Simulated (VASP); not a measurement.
# Si (I-42m) in VASP: notebook

The runs below take Si through single point, with PBE.

All numbers are computed with VASP 6.6.1; they aren't measurements. Logs are shortened: lines on timing, memory, paths and dates and some standing lists are left out, and cuts for length are marked.

**1. The cell of the first run**

It takes space group I-42m (No. 121, tetragonal). The conventional cell has a = 6.803 Å, b = 6.803 Å, c = 3.925 Å, α = 90.00°, β = 90.00°, γ = 90.00°. Si (site symmetry m) has 4 Si at 2.40 to 2.43 Å within 3.2 Å.

**2. Single point, PBE (atoms displaced along a vibrational mode, the cell strained)**

INCAR reads:

```
  PREC = Accurate
  ENCUT = 520
  EDIFF = 1E-7
  ISMEAR = 0
  SIGMA = 0.05
  LREAL = F
  LASPH = T
  NELM = 100
  ALGO = Normal
  ISIF = 2
  LWAVE = F
  LCHARG = F
  GGA = PE
  NBANDS = 16
```

KPOINTS reads:

```
Automatic mesh
0
Gamma
  10 10 10
```

POSCAR reads:

```
Si
1.0
   -3.4014544573      3.4014544573      1.9626559606
    3.4014544573     -3.4014544573      1.9626559606
    3.4014544573      3.4014544573     -1.9626559606
Si
4
Direct
    0.1604279169      0.1604279169      0.3572210152
    0.8032069017      0.8032069017      0.6427789848
    0.1967930983      0.8395720831      0.0000000000
    0.8395720831      0.1967930983      0.0000000000
```

Potentials or basis: VASP PAW PBE potentials, release 64 (Si).

Command:

```sh
$ cat potpaw_PBE.64/Si/POTCAR > POTCAR
$ mpirun -np 1 vasp_std > vasp.out
```

OUTCAR:

```text
PREC = Accurate
   ENCUT = 520
   EDIFF = 1E-7
   ISMEAR = 0
   LREAL = F
   LASPH = T
   NELM = 100
   ISIF = 2
   GGA = PE

 ion  position               nearest neighbor table
   1  0.160  0.160  0.357-   2 2.40   2 2.40   3 2.43   4 2.43
   2  0.803  0.803  0.643-   1 2.40   1 2.40   4 2.43   3 2.43
   3  0.197  0.840  0.000-   4 2.40   4 2.40   2 2.43   1 2.43
   4  0.840  0.197  0.000-   3 2.40   3 2.40   2 2.43   1 2.43

  LATTYP: Found a body centered tetragonal cell.
 ALAT       =     6.8029089146
 C/A-ratio  =     0.5770049211

  Lattice vectors:

 A1 = (  -3.4014544573,   3.4014544573,   1.9626559606)
 A2 = (   3.4014544573,  -3.4014544573,   1.9626559606)
 A3 = (   3.4014544573,   3.4014544573,  -1.9626559606)

Analysis of symmetry for initial positions (statically):
=====================================================================
 Subroutine PRICEL returns:
 Original cell was already a primitive cell.

 Routine SETGRP: Setting up the symmetry group for a
 body centered tetragonal supercell.

 Subroutine GETGRP returns: Found  8 space group operations
 (whereof  8 operations were pure point group operations)
 out of a pool of 16 trial point group operations.

The static configuration has the point symmetry D_2d.

Analysis of symmetry for dynamics (positions and initial velocities):
=====================================================================
 Subroutine PRICEL returns:
 Original cell was already a primitive cell.

 Routine SETGRP: Setting up the symmetry group for a
 body centered tetragonal supercell.

 Subroutine GETGRP returns: Found  8 space group operations
 (whereof  8 operations were pure point group operations)
 out of a pool of 16 trial point group operations.

The dynamic configuration has the point symmetry D_2d.

 Subroutine INISYM returns: Found  8 space group operations
 (whereof  8 operations are pure point group operations),
 and found     1 'primitive' translations

----------------------------------------------------------------------------------------

                                     Primitive cell

  volume of cell :      90.8309

  direct lattice vectors                    reciprocal lattice vectors
    -3.401454457  3.401454457  1.962655961     0.000000000  0.146995941  0.254756824
     3.401454457 -3.401454457  1.962655961     0.146995941  0.000000000  0.254756824
     3.401454457  3.401454457 -1.962655961     0.146995941  0.146995941  0.000000000

  length of vectors
     5.195363632  5.195363632  5.195363632     0.294123862  0.294123862  0.207883654

  position of ions in fractional coordinates (direct lattice)
     0.160427917  0.160427917  0.357221015
     0.803206902  0.803206902  0.642778985
     0.196793098  0.839572083  0.000000000
     0.839572083  0.196793098  0.000000000

  ion indices of the primitive-cell ions
   primitive index   ion index
                 1           1
                 2           2
                 3           3
                 4           4

----------------------------------------------------------------------------------------

 KPOINTS: Automatic mesh

Automatic generation of k-mesh.
 Grid dimensions read from file:
 generate k-points for:   10   10   10

 Generating k-lattice:

  Cartesian coordinates                     Fractional coordinates (reciprocal lattice)
     0.000000000  0.014699594  0.025475682     0.100000000  0.000000000 -0.000000000
     0.014699594  0.000000000  0.025475682     0.000000000  0.100000000 -0.000000000
     0.014699594  0.014699594  0.000000000     0.000000000  0.000000000  0.100000000

  Length of vectors
     0.029412386  0.029412386  0.020788365

  Shift w.r.t. Gamma in fractional coordinates (k-lattice)
     0.000000000  0.000000000  0.000000000

 Subroutine IBZKPT returns following result:
 ===========================================

 Found    102 irreducible k-points:

 Following reciprocal coordinates:
            Coordinates               Weight
  0.000000  0.000000  0.000000      1.000000
  0.100000  0.000000  0.000000      8.000000
  0.200000  0.000000  0.000000      8.000000
  0.300000  0.000000 -0.000000      8.000000
  0.400000  0.000000 -0.000000      8.000000
  0.500000  0.000000 -0.000000      4.000000
[... 16 lines left out ...]
  0.300000  0.300000 -0.000000      8.000000
  0.400000  0.300000 -0.000000     16.000000
 [... further k-points ...]
   k-points           NKPTS =    102   k-points in BZ     NKDIM =    102   number of bands    NBANDS=     16
   number of dos      NEDOS =    301   number of ions     NIONS =      4
   total plane-waves  NPLWV =  64000
   dimension x,y,z NGX =    40 NGY =   40 NGZ =   40
   dimension x,y,z NGXF=    80 NGYF=   80 NGZF=   80
   ions per type =               4
   NGX,Y,Z   is equivalent  to a cutoff of  12.80, 12.80, 12.80 a.u.
   NGXF,Y,Z  is equivalent  to a cutoff of  25.60, 25.60, 25.60 a.u.
 SYSTEM =  unknown system
   PREC   = accura    normal or accurate (medium, high low for compatibility)
   ISTART =      0    job   : 0-new  1-cont  2-samecut
   ICHARG =      2    charge: 1-file 2-atom 10-const
   ISPIN  =      1    spin polarized calculation?
   LNONCOLLINEAR =      F non collinear calculations
   LSORBIT =      F    spin-orbit coupling
   LASPH  =      T    aspherical Exc in radial PAW
   ENCUT  =  520.0 eV  38.22 Ry    6.18 a.u.   9.66  9.66  9.66*2*pi/ulx,y,z
   NELM   =    100;   NELMIN=  2; NELMDL= -5     # of ELM steps
   EDIFF  = 0.1E-06   stopping-criterion for ELM
   LREAL  =      F    real-space projection
   EDIFFG = 0.1E-05   stopping-criterion for IOM
   NSW    =      0    number of steps for IOM
   IBRION =     -1    ionic relax: 0-MD 1-quasi-New 2-CG
   NFREE  =      0    steps in history (QN), initial steepest desc. (CG)
   ISIF   =      2    stress and relaxation
   ISYM   =      2    0-nonsym 1-usesym 2-fastsym
   POTIM  = 0.5000    time-step for ionic-motion
   TEBEG  =    0.0;   TEEND  =   0.0 temperature during run
   PSTRESS=    0.0 pullay stress
   NELECT =      16.0000    total number of electrons
   NUPDOWN=      -1.0000    fix difference up-down
   EMIN   =  10.00;   EMAX   =-10.00  energy-range for DOS
   EFERMI =   0.00;   METHOD = LEGACY
   ISMEAR =     0;   SIGMA  =   0.05  broadening in eV -4-tet -1-fermi 0-gaus
   EFERMI_NEDOS =   21; number of points for ismear=-14 and -15
   IALGO  =     38    algorithm
   IMIX   =      4    mixing-type and parameters
     AMIX     =   0.40;   BMIX     =  1.00
     AMIX_MAG =   1.60;   BMIX_MAG =  1.00
  volume/ion in A,a.u.               =      22.71       153.24
  Fermi-wavevector in a.u.,A,eV,Ry     =   0.917706  1.734213 11.458618  0.842185
  Thomas-Fermi vector in A             =   2.042705
   LORBIT       =      0    0 simple, 1 ext, 2 COOP (PROOUT), +10 PAW based schemes
   GGA     = PE    functional components
   LHFCALC =     F    Hartree Fock is set to
   AEXX    =    0.0000 exact exchange contribution
   IVDW    =     0    specifies the selected vdW correction
   LEPSILON=     F    determine dielectric tensor
   LRPA    =     F    only Hartree local field effects (RPA)
 non-spin polarized calculation
 Gauss-broadening in eV      SIGMA  =   0.05
  energy-cutoff  :      520.00
  volume of cell :       90.83
 maximum number of plane-waves:      2461
   NGX = 19   NGY = 19   NGZ = 19

 number of electron      16.0000000 magnetization

 Free energy of the ion-electron system (eV)
  ---------------------------------------------------
  ext. energy  EPLUGINS =         0.00000000
  ---------------------------------------------------
  free energy    TOTEN  =       -21.21522585 eV

  energy without entropy =      -21.21522585  energy(sigma->0) =      -21.21522585

 E-fermi :   5.0116     XC(G=0):  -8.8345

 val. band max:        4.8171951751   @ k =   0.5000   0.5000   0.5000
 cond. band min:       5.2249859833   @ k =   0.3000   0.2000   0.2000
 fundamental gap:      0.4077908082
 Fermi energy:         5.0115582596

 k-point     1 :       0.0000    0.0000    0.0000
  band No.  band energies     occupation
      1      -6.7776      2.00000
      2      -2.8502      2.00000
      3      -0.5859      2.00000
      4      -0.5859      2.00000
      5       1.3253      2.00000
      6       3.4168      2.00000
[... 8 lines left out ...]
     15      10.3709      0.00000
     16      11.5079      0.00000

 k-point     2 :       0.1000    0.0000    0.0000
  band No.  band energies     occupation
      1      -6.6729      2.00000
      2      -2.8662      2.00000
      3      -0.7253      2.00000
      4      -0.4526      2.00000
      5       1.4032      2.00000
      6       2.8404      2.00000
[... 8 lines left out ...]
     15       9.9258      0.00000
     16      12.0017      0.00000

 k-point     3 :       0.2000    0.0000    0.0000
  band No.  band energies     occupation
      1      -6.3643      2.00000
      2      -2.8665      2.00000
      3      -1.1369      2.00000
      4      -0.2493      2.00000
      5       1.5104      2.00000
      6       1.8883      2.00000
[... 8 lines left out ...]
     15      10.0778      0.00000
     16      11.2923      0.00000

 k-point     4 :       0.3000    0.0000   -0.0000
  band No.  band energies     occupation
      1      -5.8747      2.00000
      2      -2.7829      2.00000
      3      -1.8321      2.00000
      4      -0.4374      2.00000
      5       1.1307      2.00000
      6       1.6220      2.00000
[... 8 lines left out ...]
     15      11.0962      0.00000
     16      11.1548      0.00000
[... 324 lines left out ...]
 k-point    22 :      -0.2000    0.2000    0.0000
  band No.  band energies     occupation
      1      -6.5720      2.00000
      2      -3.5559      2.00000
      3      -0.5103      2.00000
      4      -0.4366      2.00000
      5       2.1667      2.00000
      6       3.2258      2.00000
[... 8 lines left out ...]
     15      10.7854      0.00000
     16      12.0997      0.00000

 k-point    23 :       0.3000    0.3000   -0.0000
  band No.  band energies     occupation
      1      -4.8367      2.00000
      2      -3.5315      2.00000
      3      -2.7310      2.00000
      4      -0.7143      2.00000
      5       0.6469      2.00000
      6       2.2153      2.00000
[... 8 lines left out ...]
     15      10.9954      0.00000
     16      12.4934      0.00000

 k-point    24 :       0.4000    0.3000   -0.0000
  band No.  band energies     occupation
      1      -5.1977      2.00000
      2      -4.0799      2.00000
      3      -2.0952      2.00000
      4      -0.1159      2.00000
      5       0.8937      2.00000
      6       2.0780      2.00000
[... 8 lines left out ...]
     15      10.8054      0.00000
     16      11.3349      0.00000

 [... further k-points ...]

------------------------ aborting loop because EDIFF is reached ----------------------------------------

  FORCE on cell =-STRESS in cart. coord.  units (eV):
  Direction    XX          YY          ZZ          XY          YZ          ZX
  --------------------------------------------------------------------------------------
  -------------------------------------------------------------------------------------
  Total       -2.1575703     -2.1575703     -2.2142334      0.0000000      0.0000000     -0.0000000
  in kB      -38.0576567    -38.0576567    -39.0571450      0.0000000      0.0000000     -0.0000000
  external PRESSURE =     -38.3908194 kB  Pullay stress =       0.0000000 kB

 VOLUME and BASIS-vectors are now :
 -----------------------------------------------------------------------------
  energy-cutoff  :      520.00
  volume of cell :       90.83
      direct lattice vectors                 reciprocal lattice vectors
    -3.401454457  3.401454457  1.962655961     0.000000000  0.146995941  0.254756824
     3.401454457 -3.401454457  1.962655961     0.146995941  0.000000000  0.254756824
     3.401454457  3.401454457 -1.962655961     0.146995941  0.146995941  0.000000000

 POSITION                                       TOTAL-FORCE (eV/Angst)
 -----------------------------------------------------------------------------------
      1.21507      1.21507     -0.07137        -0.071007     -0.071007      0.186899
      2.18638      2.18638      1.89128         0.071007      0.071007      0.186899
      2.18638     -2.18638      2.03403         0.071007     -0.071007     -0.186899
     -2.18638      2.18638      2.03403        -0.071007      0.071007     -0.186899
 -----------------------------------------------------------------------------------
    total drift:                                0.000000      0.000000     -0.000000

  FREE ENERGIE OF THE ION-ELECTRON SYSTEM (eV)
  ---------------------------------------------------
  free  energy   TOTEN  =       -21.2152258453 eV

  energy  without entropy=      -21.2152258453  energy(sigma->0) =      -21.21522585
```

Run time: 2.2 min. Hardware: 1 thread of Intel Xeon Platinum 8488C (Sapphire Rapids), shared host; peak memory 0.28 GiB.

What came out:

| Item | Value |
| --- | --- |
| Free energy | -21.2152 eV |
| Pressure | -3.8 GPa |
| Largest force | 0.212 eV/Å |
| Band gap on the k mesh | 0.41 eV (least direct gap 0.57 eV) |

Forces on the atoms (eV/Å):
```
Si  -0.071 -0.071  0.187
Si   0.071  0.071  0.187
Si   0.071 -0.071 -0.187
Si  -0.071  0.071 -0.187
```

Levels at points of the mesh, in eV from the valence-band top:
```tsv
k point	band 4	band 5	band 6	band 7	band 8	band 9	band 10	band 11	band 12	band 13
(0.00, 0.00, 0.00)	-5.40	-3.49	-1.40	-1.40	-0.49	1.43	1.43	1.50	2.33	2.33
(0.50, 0.00, 0.00)	-5.98	-4.06	-3.25	-2.19	-1.35	0.94	2.25	3.06	3.48	4.01
(0.50, 0.50, 0.00)	-4.86	-2.62	-1.87	-1.74	-1.51	1.55	1.93	1.95	3.83	4.26
(0.50, 0.50, 0.50)	-4.62	-2.74	-0.32	0.00	0.00	0.57	2.42	3.35	3.96	4.40
```

Caveat: the cell differs from its parent crystal (atoms displaced along a vibrational mode, the cell strained); the cell stands under tension; semilocal functionals underestimate gaps, and a narrow one can read as zero.

**3. Single point, PBE (atoms displaced along a vibrational mode, the cell strained)**

INCAR reads:

```
SYSTEM = Si
PREC = Accurate ; ENCUT = 520
EDIFF = 1E-6 ; ISMEAR = 0
SIGMA = 0.05 ; LREAL = .False.
LASPH = .True. ; NELM = 100
ALGO = Normal ; ISIF = 2
LWAVE = .False. ; LCHARG = .True.
GGA = PE ; LELF = .True.
LVHAR = .True. ; NBANDS = 16
```

KPOINTS reads:

```
Automatic mesh
0
Gamma
  10 10 10
  0 0 0
```

POSCAR reads:

```
Si
1.0
   -3.4014544573      3.4014544573      1.9626559606
    3.4014544573     -3.4014544573      1.9626559606
    3.4014544573      3.4014544573     -1.9626559606
Si
4
Direct
    0.1483061898      0.1483061898      0.3572210152
    0.7910851746      0.7910851746      0.6427789848
    0.2089148254      0.8516938102      0.0000000000
    0.8516938102      0.2089148254      0.0000000000
```

Potentials or basis: VASP PAW PBE potentials, release 64 (Si).

Command:

```sh
$ cat potpaw_PBE.64/Si/POTCAR > POTCAR
$ mpirun -np 1 vasp_std > vasp.out
```

Run time: 2.5 min. Hardware: 1 thread of Intel Xeon Platinum 8488C (Sapphire Rapids), shared host; peak memory 0.28 GiB.

Results (log left out):

| Item | Value |
| --- | --- |
| Free energy | -21.1671 eV |
| Pressure | -4.1 GPa |
| Largest force | 0.357 eV/Å |
| Band gap on the k mesh | 0.34 eV (least direct gap 0.67 eV) |

Forces in eV/Å, atoms in the order of the input:
```
Si  -0.112 -0.112  0.320
Si   0.112  0.112  0.320
Si   0.112 -0.112 -0.320
Si  -0.112  0.112 -0.320
```

Levels at points of the mesh, in eV from the valence-band top:
| k point | band 6 | band 7 | band 8 | band 9 | band 10 | band 11 |
| --- | --- | --- | --- | --- | --- | --- |
| (0.00, 0.00, 0.00) | -1.44 | -1.44 | -0.48 | 1.38 | 1.38 | 1.47 |
| (0.50, 0.00, 0.00) | -3.28 | -2.20 | -1.36 | 0.89 | 2.18 | 3.01 |
| (0.50, 0.50, 0.00) | -1.90 | -1.76 | -1.55 | 1.46 | 1.88 | 1.94 |
| (0.50, 0.50, 0.50) | -0.50 | 0.00 | 0.00 | 0.67 | 2.33 | 3.31 |

Caveat: the cell differs from its parent crystal (atoms displaced along a vibrational mode, the cell strained); the cell stands under tension; semilocal functionals underestimate gaps, and a narrow one can read as zero.
